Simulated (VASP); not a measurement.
# C (Pm-3m) in VASP: notebook

The runs below take C through single point, relaxation of cell and atoms, with revPBE.

Program: VASP 6.6.1. These are calculated values, not measurements. Logs are shortened: lines on timing, memory, paths and dates and some standing lists are left out, and cuts for length are marked.

## Step 1: The cell of the first run

It takes space group Pm-3m (No. 221, cubic). Conventional cell: a = 1.844 Å, b = 1.844 Å, c = 1.844 Å, α = 90.00°, β = 90.00°, γ = 90.00°. C (site symmetry m-3m) has 6 C at 1.84 Å within 2.4 Å.

## Step 2: Single point, revPBE (6.27 Å³/atom)

INCAR

```
  PREC = Accurate
  ENCUT = 600
  EDIFF = 1E-6
  ISMEAR = -1
  SIGMA = 0.1
  LREAL = F
  LASPH = T
  NELM = 120
  ALGO = Normal
  ISIF = 2
  LWAVE = F
  LCHARG = T
  GGA = RE
  LELF = T
  LVHAR = T
  NBANDS = 8
  GGA_COMPAT = F
```

KPOINTS

```
Automatic mesh
0
Gamma
  20 20 20
```

POSCAR

```
C
1.0
    1.8438461039      0.0000000000      0.0000000000
    0.0000000000      1.8438461039      0.0000000000
    0.0000000000      0.0000000000      1.8438461039
C
1
Direct
    0.0000000000      0.0000000000      0.0000000000
```

Potentials or basis: VASP PAW PBE potentials, release 64 (C).

Command:

```console
cat potpaw_PBE.64/C/POTCAR > POTCAR
mpirun -np 1 vasp_std > vasp.out
```

OUTCAR:

```text
PREC = Accurate
   ENCUT = 600
   EDIFF = 1E-6
   ISMEAR = -1
   LREAL = F
   LASPH = T
   NELM = 120
   ISIF = 2
   GGA = RE

 ion  position               nearest neighbor table
   1  0.000  0.000  0.000-

  LATTYP: Found a simple cubic cell.
 ALAT       =     1.8438461039

  Lattice vectors:

 A1 = (   1.8438461039,   0.0000000000,   0.0000000000)
 A2 = (   0.0000000000,   1.8438461039,   0.0000000000)
 A3 = (   0.0000000000,   0.0000000000,   1.8438461039)

Analysis of symmetry for initial positions (statically):
=====================================================================
 Subroutine PRICEL returns:
 Original cell was already a primitive cell.

 Routine SETGRP: Setting up the symmetry group for a
 simple cubic supercell.

 Subroutine GETGRP returns: Found 48 space group operations
 (whereof 48 operations were pure point group operations)
 out of a pool of 48 trial point group operations.

The static configuration has the point symmetry O_h .

Analysis of symmetry for dynamics (positions and initial velocities):
=====================================================================
 Subroutine PRICEL returns:
 Original cell was already a primitive cell.

 Routine SETGRP: Setting up the symmetry group for a
 simple cubic supercell.

 Subroutine GETGRP returns: Found 48 space group operations
 (whereof 48 operations were pure point group operations)
 out of a pool of 48 trial point group operations.

The dynamic configuration has the point symmetry O_h .

 Subroutine INISYM returns: Found 48 space group operations
 (whereof 48 operations are pure point group operations),
 and found     1 'primitive' translations

----------------------------------------------------------------------------------------

                                     Primitive cell

  volume of cell :       6.2686

  direct lattice vectors                    reciprocal lattice vectors
     1.843846104  0.000000000  0.000000000     0.542344612  0.000000000  0.000000000
     0.000000000  1.843846104  0.000000000     0.000000000  0.542344612  0.000000000
     0.000000000  0.000000000  1.843846104     0.000000000  0.000000000  0.542344612

  length of vectors
     1.843846104  1.843846104  1.843846104     0.542344612  0.542344612  0.542344612

  position of ions in fractional coordinates (direct lattice)
     0.000000000  0.000000000  0.000000000

  ion indices of the primitive-cell ions
   primitive index   ion index
                 1           1

----------------------------------------------------------------------------------------

 KPOINTS: Automatic mesh

Automatic generation of k-mesh.
 Grid dimensions read from file:
 generate k-points for:   20   20   20

 Generating k-lattice:

  Cartesian coordinates                     Fractional coordinates (reciprocal lattice)
     0.027117231  0.000000000  0.000000000     0.050000000  0.000000000  0.000000000
     0.000000000  0.027117231  0.000000000     0.000000000  0.050000000  0.000000000
     0.000000000  0.000000000  0.027117231     0.000000000  0.000000000  0.050000000

  Length of vectors
     0.027117231  0.027117231  0.027117231

  Shift w.r.t. Gamma in fractional coordinates (k-lattice)
     0.000000000  0.000000000  0.000000000

 Subroutine IBZKPT returns following result:
 ===========================================

 Found    286 irreducible k-points:

 Following reciprocal coordinates:
            Coordinates               Weight
  0.000000  0.000000  0.000000      1.000000
  0.050000  0.000000  0.000000      6.000000
  0.100000  0.000000  0.000000      6.000000
  0.150000  0.000000  0.000000      6.000000
  0.200000  0.000000  0.000000      6.000000
  0.250000  0.000000  0.000000      6.000000
[... 16 lines left out ...]
  0.150000  0.100000  0.000000     24.000000
  0.200000  0.100000  0.000000     24.000000
 [... further k-points ...]
   k-points           NKPTS =    286   k-points in BZ     NKDIM =    286   number of bands    NBANDS=      8
   number of dos      NEDOS =    301   number of ions     NIONS =      1
   total plane-waves  NPLWV =   4096
   dimension x,y,z NGX =    16 NGY =   16 NGZ =   16
   dimension x,y,z NGXF=    32 NGYF=   32 NGZF=   32
   ions per type =               1
   NGX,Y,Z   is equivalent  to a cutoff of  14.43, 14.43, 14.43 a.u.
   NGXF,Y,Z  is equivalent  to a cutoff of  28.85, 28.85, 28.85 a.u.
 SYSTEM =  unknown system
   PREC   = accura    normal or accurate (medium, high low for compatibility)
   ISTART =      0    job   : 0-new  1-cont  2-samecut
   ICHARG =      2    charge: 1-file 2-atom 10-const
   ISPIN  =      1    spin polarized calculation?
   LNONCOLLINEAR =      F non collinear calculations
   LSORBIT =      F    spin-orbit coupling
   LASPH  =      T    aspherical Exc in radial PAW
   ENCUT  =  600.0 eV  44.10 Ry    6.64 a.u.   3.68  3.68  3.68*2*pi/ulx,y,z
   NELM   =    120;   NELMIN=  2; NELMDL= -5     # of ELM steps
   EDIFF  = 0.1E-05   stopping-criterion for ELM
   LREAL  =      F    real-space projection
   EDIFFG = 0.1E-04   stopping-criterion for IOM
   NSW    =      0    number of steps for IOM
   IBRION =     -1    ionic relax: 0-MD 1-quasi-New 2-CG
   NFREE  =      0    steps in history (QN), initial steepest desc. (CG)
   ISIF   =      2    stress and relaxation
   ISYM   =      2    0-nonsym 1-usesym 2-fastsym
   POTIM  = 0.5000    time-step for ionic-motion
   TEBEG  =    0.0;   TEEND  =   0.0 temperature during run
   PSTRESS=    0.0 pullay stress
   NELECT =       4.0000    total number of electrons
   NUPDOWN=      -1.0000    fix difference up-down
   EMIN   =  10.00;   EMAX   =-10.00  energy-range for DOS
   EFERMI =   0.00;   METHOD = LEGACY
   ISMEAR =    -1;   SIGMA  =   0.10  broadening in eV -4-tet -1-fermi 0-gaus
   EFERMI_NEDOS =   21; number of points for ismear=-14 and -15
   IALGO  =     38    algorithm
   IMIX   =      4    mixing-type and parameters
     AMIX     =   0.40;   BMIX     =  1.00
     AMIX_MAG =   1.60;   BMIX_MAG =  1.00
  volume/ion in A,a.u.               =       6.27        42.30
  Fermi-wavevector in a.u.,A,eV,Ry     =   1.409408  2.663395 27.027045  1.986432
  Thomas-Fermi vector in A             =   2.531467
   LORBIT       =      0    0 simple, 1 ext, 2 COOP (PROOUT), +10 PAW based schemes
   GGA     = RE    functional components
   LHFCALC =     F    Hartree Fock is set to
   AEXX    =    0.0000 exact exchange contribution
   IVDW    =     0    specifies the selected vdW correction
   LEPSILON=     F    determine dielectric tensor
   LRPA    =     F    only Hartree local field effects (RPA)
 non-spin polarized calculation
  energy-cutoff  :      600.00
  volume of cell :        6.27
 maximum number of plane-waves:       228
 NGX is ok and might be reduce to    16
   NGX =  7   NGY =  7   NGZ =  7

 number of electron       4.0000000 magnetization

 Free energy of the ion-electron system (eV)
  ---------------------------------------------------
  ext. energy  EPLUGINS =         0.00000000
  ---------------------------------------------------
  free energy    TOTEN  =        -6.02781183 eV

  energy without entropy =       -6.01723781  energy(sigma->0) =       -6.02252482

 E-fermi :   9.0510     XC(G=0): -13.2233

 val. band max:        9.0220891219   @ k =   0.2500   0.2000   0.0000
 cond. band min:       9.0631078476   @ k =   0.5000   0.4000   0.2500
 fundamental gap:      0.0410187257
 Fermi energy:         9.0509544710

 k-point     1 :       0.0000    0.0000    0.0000
  band No.  band energies     occupation
      1     -11.3096      2.00000
      2      17.6582      0.00000
      3      17.6582      0.00000
      4      17.6582      0.00000
      5      33.4778      0.00000
      6      33.4778      0.00000
      7      37.4946      0.00000
      8      61.2853      0.00000

 k-point     2 :       0.0500    0.0000    0.0000
  band No.  band energies     occupation
      1     -11.2186      2.00000
      2      17.0139      0.00000
      3      17.7164      0.00000
      4      17.7164      0.00000
      5      33.5792      0.00000
      6      34.1635      0.00000
      7      37.5134      0.00000
      8      60.7315      0.00000

 k-point     3 :       0.1000    0.0000    0.0000
  band No.  band energies     occupation
      1     -10.9457      2.00000
      2      15.3644      0.00000
      3      17.8881      0.00000
      4      17.8881      0.00000
      5      33.8823      0.00000
      6      35.8271      0.00000
      7      37.6570      0.00000
      8      59.2201      0.00000

 k-point     4 :       0.1500    0.0000    0.0000
  band No.  band energies     occupation
      1     -10.4913      2.00000
      2      13.1892      0.00000
      3      18.1636      0.00000
      4      18.1636      0.00000
      5      34.3837      0.00000
      6      36.9937      0.00000
      7      38.8497      0.00000
      8      57.1269      0.00000

 k-point     5 :       0.2000    0.0000    0.0000
  band No.  band energies     occupation
      1      -9.8562      2.00000
      2      10.8090      0.00000
      3      18.5263      0.00000
      4      18.5263      0.00000
      5      35.0767      0.00000
      6      37.1294      0.00000
      7      41.1756      0.00000
      8      54.8307      0.00000
[... 177 lines left out ...]
 k-point    22 :       0.1000    0.1000    0.0000
  band No.  band energies     occupation
      1     -10.5825      2.00000
      2      15.0195      0.00000
      3      16.2860      0.00000
      4      18.1157      0.00000
      5      35.2459      0.00000
      6      37.2505      0.00000
      7      37.5188      0.00000
      8      56.9429      0.00000

 k-point    23 :       0.1500    0.1000    0.0000
  band No.  band energies     occupation
      1     -10.1293      2.00000
      2      13.2604      0.00000
      3      16.2386      0.00000
      4      18.3885      0.00000
      5      35.9112      0.00000
      6      37.3021      0.00000
      7      39.3564      0.00000
      8      54.9355      0.00000

 k-point    24 :       0.2000    0.1000    0.0000
  band No.  band energies     occupation
      1      -9.4960      2.00000
      2      10.9870      0.00000
      3      16.5928      0.00000
      4      18.7472      0.00000
      5      36.4862      0.00000
      6      37.1054      0.00000
      7      41.6958      0.00000
      8      52.8728      0.00000

 [... further k-points ...]

------------------------ aborting loop because EDIFF is reached ----------------------------------------

  FORCE on cell =-STRESS in cart. coord.  units (eV):
  Direction    XX          YY          ZZ          XY          YZ          ZX
  --------------------------------------------------------------------------------------
  -------------------------------------------------------------------------------------
  Total       -1.0245672     -1.0245672     -1.0245672     -0.0000000     -0.0000000     -0.0000000
  in kB     -261.8647417   -261.8647417   -261.8647417     -0.0000000     -0.0000000     -0.0000000
  external PRESSURE =    -261.8647417 kB  Pullay stress =       0.0000000 kB

 VOLUME and BASIS-vectors are now :
 -----------------------------------------------------------------------------
  energy-cutoff  :      600.00
  volume of cell :        6.27
      direct lattice vectors                 reciprocal lattice vectors
     1.843846104  0.000000000  0.000000000     0.542344612  0.000000000  0.000000000
     0.000000000  1.843846104  0.000000000     0.000000000  0.542344612  0.000000000
     0.000000000  0.000000000  1.843846104     0.000000000  0.000000000  0.542344612

 POSITION                                       TOTAL-FORCE (eV/Angst)
 -----------------------------------------------------------------------------------
      0.00000      0.00000      0.00000         0.000000      0.000000      0.000000
 -----------------------------------------------------------------------------------
    total drift:                               -0.000000     -0.000000     -0.000000

  FREE ENERGIE OF THE ION-ELECTRON SYSTEM (eV)
  ---------------------------------------------------
  free  energy   TOTEN  =        -6.0278118254 eV

  energy  without entropy=       -6.0172378138  energy(sigma->0) =       -6.02252482
```

It took 5.7 s on 1 thread of Intel Xeon Platinum 8259CL at 2.50GHz (Skylake/Cascade Lake), shared host; peak memory 0.12 GiB.

Results:

```
Free energy            : -6.0278 eV
Pressure               : -26.2 GPa
Band gap on the k mesh : zero (bands 2 and 3 overlap by 11.96 eV)
```

Caveat: the cell stands under tension; the PAW data sets were made with another functional, which shifts forces and pressure a little.

## Step 3: Relaxation of cell and atoms, revPBE

This run uses another cell than the first one, of 7.15 Å³/atom.

INCAR

```
SYSTEM = C
  PREC = Accurate
  ENCUT = 600
  EDIFF = 1E-7
  ISMEAR = -1
  SIGMA = 0.1
  LREAL = .False.
  LASPH = .True.
  NELM = 120
  ALGO = Normal
  ISIF = 3
  LWAVE = .False.
  LCHARG = .False.
  GGA = RE
  IBRION = 2
  NSW = 80
  EDIFFG = -0.01
  GGA_COMPAT = .False.
  NELMIN = 4
```

KPOINTS

```
regular mesh
0
Gamma
  16 16 16
  0 0 0
```

POSCAR

```
C
1.0
    1.9260827495      0.0000000000      0.0000000000
    0.0000000000      1.9260827495      0.0000000000
    0.0000000000      0.0000000000      1.9260827495
C
1
Direct
    0.0000000000      0.0000000000      0.0000000000
```

Potentials or basis: VASP PAW PBE potentials, release 64 (C).

Command:

```console
cat potpaw_PBE.64/C/POTCAR > POTCAR
mpirun -np 1 vasp_std > vasp.out
```

Run time: 9.6 s. Hardware: 1 thread of Intel Xeon Platinum 8259CL at 2.50GHz (Skylake/Cascade Lake), shared host; peak memory 0.11 GiB.

Results (log left out):

| Property | Result |
| --- | --- |
| Free energy | -6.0775 eV |
| Relaxed volume | 5.59 Å³/atom |
| Relaxed cell | a = 1.774 Å, b = 1.774 Å, c = 1.774 Å, α = 90.00°, β = 90.00°, γ = 90.00° |
| Space group after relaxing (to 0.1 Å) | Pm-3m (No. 221) |
| Energy gained by relaxing | 261.8 meV/atom |
| Ionic steps | 6 |
| Pressure after relaxing | 0.0 GPa |
| Band gap on the k mesh | zero (bands 2 and 3 overlap by 12.24 eV) |

Step by step:
```tsv
step	energy change (eV)	largest force (eV/Å)	pressure (GPa)	volume (Å³)
1	0.0000	0.0000	-43.57	7.15
2	-0.2479	0.0000	17.61	5.32
3	-0.2618	0.0000	-0.49	5.60
4	-0.2618	0.0000	1.11	5.57
5	-0.2618	0.0000	-0.59	5.60
6	-0.2618	0.0000	0.00	5.59
```

Final structure:
```xyz
1
Lattice="1.7744 0.0000 0.0000 0.0000 1.7744 0.0000 0.0000 0.0000 1.7744" Properties=species:S:1:pos:R:3 pbc="T T T"
C     0.0000    0.0000    1.7744
```

Levels at points of the mesh, in eV from the Fermi level:
```
           k point  band 1  band 2  band 3  band 4  band 5
(0.00, 0.00, 0.00)  -22.21    9.32    9.32    9.32   25.36
(0.50, 0.00, 0.00)  -12.79  -12.23   12.64   12.64   29.66
(0.50, 0.50, 0.00)   -6.09   -6.09   -2.92    8.13   15.34
(0.50, 0.50, 0.50)   -1.03   -1.03   -1.03    8.37   17.36
```

Caveat: the volume moved by over 15 % at a fixed basis, so the end points are rough; the PAW data sets were made with another functional, which shifts forces and pressure a little.
